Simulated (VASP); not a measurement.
## AlN: single point with LDA

AlN:

```
CELL_PARAMETERS angstrom
3.08874 0.00000 0.00000
-1.54437 2.67493 0.00000
0.00000 0.00000 4.94377
ATOMIC_POSITIONS crystal
Al 0.32713 0.69882 0.00152
Al 0.67287 0.30118 0.50152
N 0.33887 0.63798 0.38348
N 0.66113 0.36202 0.88348
```

This cell differs from its parent crystal: mode 4 frozen in at -0.069 Å and mode 5 at +0.086 Å (largest displacements).

```yaml
Program: VASP 6.6.1
Task: single point
Functional: LDA
Potentials_or_basis: VASP PAW LDA potentials, release 64 (Al, N)
Cutoff: 520 eV
k_mesh: 9 × 9 × 6
Occupations: gaussian, width 0.05 eV
Spin: no spin polarisation
Dipole_correction: no
Further_INCAR_settings: ALGO = Normal; EDIFF = 1e-06; NBANDS = 16
```

* Pressure: 0.2 GPa
* Largest force: 0.610 eV/Å
* Band gap on the k mesh: 4.28 eV, direct

Forces on the atoms (eV/Å):
```
Al   0.336 -0.502  0.086
Al  -0.336  0.502  0.086
N   -0.204  0.220 -0.086
N    0.204 -0.220 -0.086
```

Stress tensor (GPa, compression positive):
```
 0.51  0.38  0.00
 0.38 -0.34  0.00
 0.00  0.00  0.54
```

Levels at points of the mesh, in eV from the valence-band top:
| k point | band 5 | band 6 | band 7 | band 8 | band 9 | band 10 | band 11 | band 12 |
| --- | --- | --- | --- | --- | --- | --- | --- | --- |
| (0.00, 0.00, 0.00) | -0.90 | -0.48 | -0.15 | 0.00 | 4.28 | 6.63 | 10.39 | 10.67 |
| (0.00, 0.00, 0.50) | -0.68 | -0.68 | -0.59 | -0.59 | 6.45 | 6.45 | 10.19 | 10.19 |

Wall time 2 min on 1 thread of AMD EPYC 7R43 64-Core Processor (Zen 3) (shared host), peak memory 0.17 GiB.

Caveat: the cell differs from its parent crystal (mode 4 frozen in at -0.069 Å and mode 5 at +0.086 Å (largest displacements)). A k mesh can miss the band edges.
